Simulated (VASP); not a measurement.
Set up this calculation in VASP 6.6.1, as the native input.

```
Task                   : single point
Functional             : PBEsol
Potentials or basis    : VASP PAW PBE potentials, release 64 (Ag)
Cutoff                 : 520 eV
k mesh                 : 14 × 14 × 8
Occupations            : fermi-dirac, width 0.1 eV
Spin                   : no spin polarisation
Dipole correction      : no
Further INCAR settings : ALGO = Normal; EDIFF = 1e-06; NBANDS = 18
```

The structure of Ag lies in POSCAR:

```
Ag
1.0
    2.9874852167      0.0000000000      0.0000000000
   -1.4937426084      2.5872380911      0.0000000000
    0.0000000000      0.0000000000      4.8446341784
Ag
2
Direct
    0.3333333333      0.6666666667      0.2500000000
    0.6666666667      0.3333333333      0.7500000000
```

This cell differs from its parent crystal: volume scaled by 1.12.

One way to write it, as run:

INCAR

```
SYSTEM = Ag
ALGO     = Normal         ! electronic algorithm
EDIFF    = 1E-6           ! SCF threshold, eV
ENCUT    = 520            ! plane-wave cutoff, eV
GGA      = PS             ! functional
ISIF     = 2              ! what is computed and relaxed
ISMEAR   = -1             ! smearing method
LASPH    = .TRUE.         ! aspherical terms in the spheres
LCHARG   = .TRUE.         ! write CHGCAR
LELF     = .TRUE.         ! ELF
LREAL    = .FALSE.        ! projectors in reciprocal space
LVHAR    = .TRUE.       
LWAVE    = .FALSE.        ! write WAVECAR
NBANDS   = 18             ! bands
NELM     = 80             ! most SCF steps
PREC     = Accurate       ! precision mode
SIGMA    = 0.1            ! smearing width, eV
```

KPOINTS

```
k-points
0
G
  14 14 8
  0 0 0
```

Potentials or basis: VASP PAW PBE potentials, release 64 (Ag).

Run with:

```sh
$ cat potpaw_PBE.64/Ag/POTCAR > POTCAR
$ mpirun -np 1 vasp_std > vasp.out
```

It gave:

```json
{
 "Pressure": "-9.8 GPa",
 "Band gap on the k mesh": "zero (band 11 reaches 10.41 eV, above the bottom of band 12 at 3.73 eV)"
}
```

Caveat: the PAW data sets were made with another functional, which shifts forces and pressure a little.

Run time: 42 s on 1 thread of Intel Xeon 6975P-C, on a shared host, peak memory 0.2 GiB.
